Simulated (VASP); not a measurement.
Input of a VASP 6.6.1 run:

INCAR

```
SYSTEM = KF
ALGO = Normal
EDIFF = 1E-7
EDIFFG = -0.005
ENCUT = 600
GGA = CA
IBRION = 2
ISIF = 3
ISMEAR = -1
LASPH = .True.
LCHARG = .False.
LREAL = .False.
LWAVE = .False.
NELM = 80
NSW = 80
PREC = Accurate
SIGMA = 0.02
```

File KPOINTS:

```
k-points
0
Gamma
  12 12 4
  0 0 0
```

File POSCAR:

```
KF
1.0
    3.7398271719      0.0000000000      0.0000000000
   -1.8699135859      3.2387853366      0.0000000000
    0.0000000000      0.0000000000      6.5945025924
K F
2 2
Direct
    0.0000000000      0.0000000000      0.0000000000
    0.0000000000      0.0000000000      0.5000000000
    0.3333333333      0.6666666667      0.2500000000
    0.6666666667      0.3333333333      0.7500000000
```

Potentials or basis: VASP PAW LDA potentials, release 64 (K_sv, F).

Command:

```console
$ cat potpaw_LDA.64/K_sv/POTCAR potpaw_LDA.64/F/POTCAR > POTCAR
$ mpirun -np 1 vasp_std > vasp.out
```

Q: Estimate the relaxed cell.

A: a = 3.555 Å, b = 3.555 Å, c = 6.299 Å, α = 90.00°, β = 90.00°, γ = 120.00°.

Q: Estimate the band gap on the k mesh.

A: 6.27 eV.

Q: Predict the relaxed volume.

A: 17.23 Å³/atom.

Final structure:
```
K F
1.0
     3.55482    0.00000    0.00000
    -1.77741    3.07857    0.00000
     0.00000    0.00000    6.29938
K F
2 2
Cartesian
  -1.7774 3.0786 0.0000
  -1.7774 3.0786 3.1497
  0.0000 2.0524 1.5748
  1.7774 1.0262 4.7245
```

A k mesh can miss the band edges.
